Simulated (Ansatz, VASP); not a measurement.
# One calculation of ZrS2, two programs

INCAR

```
SYSTEM = ZrS2
ALGO = Normal ; DIPOL = 0.5 0.5 0.500
EDIFF = 1E-7 ; EDIFFG = -0.04
ENCUT = 450 ; GGA = PE
GGA_COMPAT = .False. ; IBRION = 2
IDIPOL = 3 ; ISIF = 2
ISMEAR = 0 ; IVDW = 12
LASPH = .True. ; LCHARG = .False.
LDIPOL = .True. ; LREAL = .False.
LWAVE = .False. ; NELM = 120
NELMDL = -8 ; NELMIN = 4
NSW = 60 ; PREC = Accurate
SIGMA = 0.05
```

The input KPOINTS:

```
k-points
0
Gamma
  9 9 1
  0 0 0
```

Contents of POSCAR:

```
ZrS2
1.0
    3.6299990400      0.0000000000      0.0000000000
   -1.8149995200      3.1436713800      0.0000000000
    0.0000000000      0.0000000000     26.7656400374
S Zr
4 2
Direct
    0.6666666700      0.3333333300      0.3362520002
    0.3333333300      0.6666666700      0.4451842001
    0.6666666700      0.3333333300      0.5548157999
    0.3333333300      0.6666666700      0.6637479998
    0.0000000000      0.0000000000      0.3907181002
    0.0000000000      0.0000000000      0.6092818998
```

Input for Ansatz:

```yaml
crystal:
  lattice:
    - [3.62999904, 0.0, 0.0]
    - [-1.81499952, 3.14367138, 0.0]
    - [0.0, 0.0, 26.7656400374]
  atoms:
    - { symbol: S, position: [0.66666667, 0.33333333, 0.3362520002] }
    - { symbol: Zr, position: [0.0, 0.0, 0.3907181002] }
    - { symbol: S, position: [0.33333333, 0.66666667, 0.4451842001] }
    - { symbol: S, position: [0.66666667, 0.33333333, 0.5548157999] }
    - { symbol: Zr, position: [0.0, 0.0, 0.6092818998] }
    - { symbol: S, position: [0.33333333, 0.66666667, 0.6637479998] }
basis:
  ecutwfc: 420.0
  fft_grid_basis: typed
kpoints:
  mp_grid: { grid: [9, 9, 1] }
hamiltonian:
  xc: pbe
  dispersion: d3bj
scf:
  occupations: { method: gaussian, width: 0.05 }
output:
  forces: true
  eigenvalues: true
efield:
  axis: 3
  dipole_correction: true
  ramp_width: 0.04
relax:
  adjacent_minimum: "off"
  f_tol: 0.04
  max_steps: 40
```

Alike in both runs: task relaxation of the atoms; functional PBE; dispersion D3(BJ); k mesh 9 × 9 × 1; occupations gaussian, width 0.05 eV; no spin polarisation.

```csv
,VASP,Ansatz
version,VASP 6.6.1,Ansatz 0.2.0
potentials or method,"VASP PAW PBE potentials, release 64 (S, Zr_sv), cutoff 450 eV","scalar-relativistic, plane waves, PAW"
valence electrons in the cell,48,48
```

VASP gave:

| Item | Value |
| --- | --- |
| gap on the k mesh at the Fermi level, each at its own relaxed structure (eV) | 0.99 |

Estimate Ansatz's values.

gap on the k mesh at the Fermi level, each at its own relaxed structure (eV): 1.01.
